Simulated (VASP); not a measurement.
# Li16Cu (a cell with a defect) in VASP: relaxation of the atoms with PBE+D3(BJ)

Aim: the relaxation of the atoms of Li16Cu (a cell with a defect) with PBE+D3(BJ).

Everything below comes from runs of VASP 6.6.1. Logs are shortened: lines on timing, memory, paths and dates and some standing lists are left out, and cuts for length are marked.

## (1) The cell of the first run

The cell holds a defect, 17 atoms: a = 6.980 Å, b = 6.980 Å, c = 6.980 Å, α = 90.00°, β = 90.00°, γ = 90.00°.

## (2) Relaxation of the atoms, PBE+D3(BJ)

The input, INCAR:

```
SYSTEM = Li16Cu
PREC = Accurate
ENCUT = 520
EDIFF = 1E-6
ISMEAR = 0
SIGMA = 0.1
LREAL = Auto
LASPH = .TRUE.
NELM = 100
ALGO = Normal
ISIF = 2
LWAVE = .FALSE.
LCHARG = .FALSE.
GGA = PE
IVDW = 12
IBRION = 2
NSW = 80
EDIFFG = -0.03
KPAR = 4
```

The input, KPOINTS:

```
regular mesh
0
G
  3 3 3
  0 0 0
```

The input, POSCAR:

```
Li16Cu
1.0
    6.9800000000      0.0000000000      0.0000000000
    0.0000000000      6.9800000000      0.0000000000
    0.0000000000      0.0000000000      6.9800000000
Li Cu
16 1
Direct
    0.0000000000      0.0000000000      0.0000000000
    0.5000000000      0.0000000000      0.0000000000
    0.0000000000      0.5000000000      0.0000000000
    0.0000000000      0.0000000000      0.5000000000
    0.2500000000      0.2500000000      0.2500000000
    0.5000000000      0.5000000000      0.0000000000
    0.5000000000      0.0000000000      0.5000000000
    0.7500000000      0.2500000000      0.2500000000
    0.0000000000      0.5000000000      0.5000000000
    0.2500000000      0.7500000000      0.2500000000
    0.2500000000      0.2500000000      0.7500000000
    0.5000000000      0.5000000000      0.5000000000
    0.7500000000      0.7500000000      0.2500000000
    0.7500000000      0.2500000000      0.7500000000
    0.2500000000      0.7500000000      0.7500000000
    0.7500000000      0.7500000000      0.7500000000
    0.2621849300      0.0002202300      0.3776677500
```

Potentials or basis: VASP PAW PBE potentials, release 64 (Li_sv, Cu).

On the command line:

```console
$ cat potpaw_PBE.64/Li_sv/POTCAR potpaw_PBE.64/Cu/POTCAR > POTCAR
$ mpirun -np 4 vasp_std > vasp.out
```

OUTCAR:

```text
SYSTEM = Li16Cu
   PREC = Accurate
   ENCUT = 520
   EDIFF = 1E-6
   ISMEAR = 0
   LREAL = Auto
   LASPH = .TRUE.
   NELM = 100
   ISIF = 2
   GGA = PE
   IVDW = 12
   IBRION = 2
   NSW = 80
   EDIFFG = -0.03
 IVDW          = 12

 ion  position               nearest neighbor table
   1  0.000  0.000  0.000-
   2  0.500  0.000  0.000-
   3  0.000  0.500  0.000-
   4  0.000  0.000  0.500-  17 2.02
   5  0.250  0.250  0.250-  17 1.96
   6  0.500  0.500  0.000-
   7  0.500  0.000  0.500-  17 1.87
   8  0.750  0.250  0.250-
   9  0.000  0.500  0.500-
  10  0.250  0.750  0.250-  17 1.96
  11  0.250  0.250  0.750-
  12  0.500  0.500  0.500-
  13  0.750  0.750  0.250-
  14  0.750  0.250  0.750-
  15  0.250  0.750  0.750-
  16  0.750  0.750  0.750-
  17  0.262  0.000  0.378-   7 1.87   5 1.96  10 1.96   4 2.02

  LATTYP: Found a simple cubic cell.
 ALAT       =     6.9800000000

  Lattice vectors:

 A1 = (   6.9800000000,   0.0000000000,   0.0000000000)
 A2 = (   0.0000000000,   6.9800000000,   0.0000000000)
 A3 = (   0.0000000000,   0.0000000000,   6.9800000000)

Analysis of symmetry for initial positions (statically):
=====================================================================
 Subroutine PRICEL returns:
 Original cell was already a primitive cell.

 Routine SETGRP: Setting up the symmetry group for a
 simple cubic supercell.

 Subroutine GETGRP returns: Found  1 space group operations
 (whereof  1 operations were pure point group operations)
 out of a pool of 48 trial point group operations.

The static configuration has the point symmetry C_1 .

Analysis of symmetry for dynamics (positions and initial velocities):
=====================================================================
 Subroutine PRICEL returns:
 Original cell was already a primitive cell.

 Routine SETGRP: Setting up the symmetry group for a
 simple cubic supercell.

 Subroutine GETGRP returns: Found  1 space group operations
 (whereof  1 operations were pure point group operations)
 out of a pool of 48 trial point group operations.

The dynamic configuration has the point symmetry C_1 .

 Subroutine INISYM returns: Found  1 space group operations
 (whereof  1 operations are pure point group operations),
 and found     1 'primitive' translations

----------------------------------------------------------------------------------------

                                     Primitive cell

  volume of cell :     340.0684

  direct lattice vectors                    reciprocal lattice vectors
     6.980000000  0.000000000  0.000000000     0.143266476  0.000000000  0.000000000
     0.000000000  6.980000000  0.000000000     0.000000000  0.143266476  0.000000000
     0.000000000  0.000000000  6.980000000     0.000000000  0.000000000  0.143266476

  length of vectors
     6.980000000  6.980000000  6.980000000     0.143266476  0.143266476  0.143266476

  position of ions in fractional coordinates (direct lattice)
     0.000000000  0.000000000  0.000000000
     0.500000000  0.000000000  0.000000000
     0.000000000  0.500000000  0.000000000
     0.000000000  0.000000000  0.500000000
     0.250000000  0.250000000  0.250000000
     0.500000000  0.500000000  0.000000000
[... 9 lines left out ...]
     0.750000000  0.750000000  0.750000000
     0.262184930  0.000220230  0.377667750

  ion indices of the primitive-cell ions
   primitive index   ion index
                 1           1
                 2           2
                 3           3
                 4           4
                 5           5
                 6           6
[... 9 lines left out ...]
                16          16
                17          17

----------------------------------------------------------------------------------------

 KPOINTS: regular mesh

Automatic generation of k-mesh.
 Grid dimensions read from file:
 generate k-points for:    3    3    3

 Generating k-lattice:

  Cartesian coordinates                     Fractional coordinates (reciprocal lattice)
     0.047755492  0.000000000  0.000000000     0.333333333  0.000000000  0.000000000
     0.000000000  0.047755492  0.000000000     0.000000000  0.333333333  0.000000000
     0.000000000  0.000000000  0.047755492     0.000000000  0.000000000  0.333333333

  Length of vectors
     0.047755492  0.047755492  0.047755492

  Shift w.r.t. Gamma in fractional coordinates (k-lattice)
     0.000000000  0.000000000  0.000000000

 Subroutine IBZKPT returns following result:
 ===========================================

 Found     14 irreducible k-points:

 Following reciprocal coordinates:
            Coordinates               Weight
  0.000000  0.000000  0.000000      1.000000
  0.333333  0.000000  0.000000      2.000000
  0.000000  0.333333  0.000000      2.000000
  0.000000  0.000000  0.333333      2.000000
  0.333333  0.333333  0.000000      2.000000
  0.000000  0.333333  0.333333      2.000000
  0.333333  0.000000  0.333333      2.000000
 -0.333333  0.333333  0.000000      2.000000
 -0.333333  0.000000  0.333333      2.000000
  0.000000 -0.333333  0.333333      2.000000
  0.333333  0.333333  0.333333      2.000000
 -0.333333  0.333333  0.333333      2.000000
 -0.333333 -0.333333  0.333333      2.000000
  0.333333 -0.333333  0.333333      2.000000
   k-points           NKPTS =     14   k-points in BZ     NKDIM =     14   number of bands    NBANDS=     38
   number of dos      NEDOS =    301   number of ions     NIONS =     17
   total plane-waves  NPLWV = 157464
   dimension x,y,z NGX =    54 NGY =   54 NGZ =   54
   dimension x,y,z NGXF=   108 NGYF=  108 NGZF=  108
   ions per type =              16   1
   NGX,Y,Z   is equivalent  to a cutoff of  12.86, 12.86, 12.86 a.u.
   NGXF,Y,Z  is equivalent  to a cutoff of  25.72, 25.72, 25.72 a.u.
 SYSTEM =  Li16Cu
   PREC   = accura    normal or accurate (medium, high low for compatibility)
   ISTART =      0    job   : 0-new  1-cont  2-samecut
   ICHARG =      2    charge: 1-file 2-atom 10-const
   ISPIN  =      1    spin polarized calculation?
   LNONCOLLINEAR =      F non collinear calculations
   LSORBIT =      F    spin-orbit coupling
   LASPH  =      T    aspherical Exc in radial PAW
   ENCUT  =  520.0 eV  38.22 Ry    6.18 a.u.  12.98 12.98 12.98*2*pi/ulx,y,z
   NELM   =    100;   NELMIN=  2; NELMDL= -5     # of ELM steps
   EDIFF  = 0.1E-05   stopping-criterion for ELM
   LREAL  =      T    real-space projection
   EDIFFG = -.3E-01   stopping-criterion for IOM
   NSW    =     80    number of steps for IOM
   IBRION =      2    ionic relax: 0-MD 1-quasi-New 2-CG
   NFREE  =      1    steps in history (QN), initial steepest desc. (CG)
   ISIF   =      2    stress and relaxation
   ISYM   =      2    0-nonsym 1-usesym 2-fastsym
   POTIM  = 0.5000    time-step for ionic-motion
   TEBEG  =    0.0;   TEEND  =   0.0 temperature during run
   PSTRESS=    0.0 pullay stress
   NELECT =      59.0000    total number of electrons
   NUPDOWN=      -1.0000    fix difference up-down
   EMIN   =  10.00;   EMAX   =-10.00  energy-range for DOS
   EFERMI =   0.00;   METHOD = LEGACY
   ISMEAR =     0;   SIGMA  =   0.10  broadening in eV -4-tet -1-fermi 0-gaus
   EFERMI_NEDOS =   21; number of points for ismear=-14 and -15
   IALGO  =     38    algorithm
   IMIX   =      4    mixing-type and parameters
     AMIX     =   0.40;   BMIX     =  1.00
     AMIX_MAG =   1.60;   BMIX_MAG =  1.00
  volume/ion in A,a.u.               =      20.00       134.99
  Fermi-wavevector in a.u.,A,eV,Ry     =   0.913069  1.725449 11.343099  0.833694
  Thomas-Fermi vector in A             =   2.037537
   LORBIT       =      0    0 simple, 1 ext, 2 COOP (PROOUT), +10 PAW based schemes
   GGA     = PE    functional components
   LHFCALC =     F    Hartree Fock is set to
   AEXX    =    0.0000 exact exchange contribution
   IVDW    =    12    specifies the selected vdW correction
   LEPSILON=     F    determine dielectric tensor
   LRPA    =     F    only Hartree local field effects (RPA)
 conjugate gradient relaxation of ions
 non-spin polarized calculation
 Gauss-broadening in eV      SIGMA  =   0.10
  energy-cutoff  :      520.00
  volume of cell :      340.07
 maximum number of plane-waves:      9180
 NGX is ok and might be reduce to    54
   NGX = 25   NGY = 25   NGZ = 25

--------------------------------------- Ionic step        1  -------------------------------------------

 number of electron      58.9999917 magnetization

 Free energy of the ion-electron system (eV)
  ---------------------------------------------------
  ext. energy  EPLUGINS =         0.00000000
  ---------------------------------------------------
  free energy    TOTEN  =       -31.82390475 eV

  energy without entropy =      -31.76914804  energy(sigma->0) =      -31.79652639

------------------------ aborting loop because EDIFF is reached ----------------------------------------

 Edisp (eV)   -3.04972

 E8    (eV) :    -1.2753

  FORCE on cell =-STRESS in cart. coord.  units (eV):
  Direction    XX          YY          ZZ          XY          YZ          ZX
  --------------------------------------------------------------------------------------
  -------------------------------------------------------------------------------------
  Total       2.28560     1.66636    -1.92193    -0.00343    -0.01971     1.11997
  in kB      10.76821     7.85079    -9.05485    -0.01616    -0.09287     5.27655
  external pressure =        3.19 kB  Pullay stress =        0.00 kB
[... 142 lines left out ...]
  FREE ENERGIE OF THE ION-ELECTRON SYSTEM (eV)
  ---------------------------------------------------
  free  energy   TOTEN  =       -36.2982202048 eV

  energy  without entropy=      -36.2431207282  energy(sigma->0) =      -36.27067047

[... ionic steps 4 to 25 ...]

--------------------------------------- Ionic step       26  -------------------------------------------

 number of electron      58.9999986 magnetization

------------------------ aborting loop because EDIFF is reached ----------------------------------------

 Edisp (eV)   -3.04594

 E8    (eV) :    -1.2728
[... 99 lines left out ...]
  energy  without entropy=      -36.6249577896  energy(sigma->0) =      -36.64890921

--------------------------------------- Ionic step       28  -------------------------------------------

 number of electron      58.9999989 magnetization

 Free energy of the ion-electron system (eV)
  ---------------------------------------------------
  ext. energy  EPLUGINS =         0.00000000
  ---------------------------------------------------
  free energy    TOTEN  =       -33.62777832 eV

  energy without entropy =      -33.58006289  energy(sigma->0) =      -33.60392060

 E-fermi :   0.7385     XC(G=0):  -7.2099

 val. band max:        0.7338539153   @ k =  -0.3333   0.3333   0.0000
 cond. band min:       0.7690196314   @ k =   0.3333   0.0000   0.3333
 fundamental gap:      0.0351657161
 Fermi energy:         0.7385122333

 k-point     1 :       0.0000    0.0000    0.0000
  band No.  band energies     occupation
      1     -45.8832      2.00000
      2     -45.8733      2.00000
      3     -45.8716      2.00000
      4     -45.8602      2.00000
      5     -45.7465      2.00000
      6     -45.7370      2.00000
[... 611 lines left out ...]
  FREE ENERGIE OF THE ION-ELECTRON SYSTEM (eV)
  ---------------------------------------------------
  free  energy   TOTEN  =       -36.6736783876 eV

  energy  without entropy=      -36.6259629633  energy(sigma->0) =      -36.64982068

 reached required accuracy - stopping structural energy minimisation
```

It took 16 min on 4 MPI ranks of Intel Xeon 6975P-C (Granite Rapids), shared host; peak memory 0.49 GiB.

Results:

```
Free energy                  : -36.6737 eV
Energy gained by relaxing    : 105.9 meV/atom
Ionic steps                  : 28
Largest force after relaxing : 0.023 eV/Å
Band gap on the k mesh       : zero (an odd number of electrons rules out a gap without spin polarisation)
Dispersion energy per atom   : -0.179 eV
```

Forces on the atoms (eV/Å):
```
Li  -0.004  0.000  0.003
Li   0.003  0.000 -0.006
Li   0.001  0.000  0.007
Li  -0.002  0.000 -0.008
Li  -0.004  0.007  0.003
Li  -0.003  0.000 -0.001
Li  -0.001  0.000  0.005
Li  -0.004 -0.001  0.000
Li  -0.003  0.000 -0.003
Li  -0.004 -0.008  0.003
Li  -0.001  0.003 -0.002
Li  -0.003  0.000  0.001
Li  -0.005  0.001  0.001
Li   0.004  0.000 -0.002
Li  -0.001 -0.002 -0.001
Li   0.004 -0.001 -0.003
Cu   0.023  0.001  0.003
```

Step by step:
```csv
step,energy change (eV),largest force (eV/Å),pressure (GPa)
1,0.0000,3.1780,0.32
2,-0.9266,1.4072,-0.53
3,-1.4246,0.8383,-1.14
4,-1.5028,0.5940,-1.32
5,-1.5082,0.6144,-1.36
6,-1.5809,0.3245,-1.44
7,-1.6429,0.3173,-1.52
8,-1.6794,0.2437,-1.53
9,-1.7175,0.1435,-1.53
10,-1.7190,0.1451,-1.51
11,-1.7335,0.1087,-1.53
12,-1.7393,0.1999,-1.53
13,-1.7495,0.1515,-1.54
14,-1.7582,0.1130,-1.53
15,-1.7680,0.0651,-1.52
16,-1.7716,0.1590,-1.50
17,-1.7790,0.0911,-1.50
18,-1.7829,0.0605,-1.50
19,-1.7833,0.0681,-1.49
20,-1.7895,0.0482,-1.51
21,-1.7931,0.0700,-1.52
22,-1.7901,0.1632,-1.52
23,-1.7936,0.0891,-1.52
24,-1.7983,0.0334,-1.48
25,-1.7983,0.0427,-1.47
26,-1.7992,0.0345,-1.46
27,-1.7992,0.0361,-1.46
28,-1.8001,0.0228,-1.45
```

Final structure:
```
Li Cu
1.0
     6.98000    0.00000    0.00000
     0.00000    6.98000    0.00000
     0.00000    0.00000    6.98000
Li Cu
16 1
Direct
  0.02826 0.00004 0.03794
  0.47239 0.99994 0.03440
  0.01022 0.50002 0.96434
  0.95220 0.99995 0.50574
  0.24552 0.30521 0.23559
  0.48803 0.50017 0.96200
  0.56277 0.99979 0.52409
  0.74446 0.26995 0.23474
  0.97785 0.49985 0.51574
  0.24545 0.69517 0.23599
  0.24953 0.22204 0.71347
  0.51783 0.49990 0.51645
  0.74456 0.72993 0.23472
  0.75485 0.23903 0.78720
  0.24949 0.77792 0.71341
  0.75490 0.76097 0.78717
  0.26387 0.00032 0.37468
```

Caveat: the cutoff is under 1.25 times the usual one of these potentials, so pressure, stress and relaxed cells hold a basis-set (Pulay) error.

The gap in the log of VASP goes by the Fermi energy; the results here count the filled bands.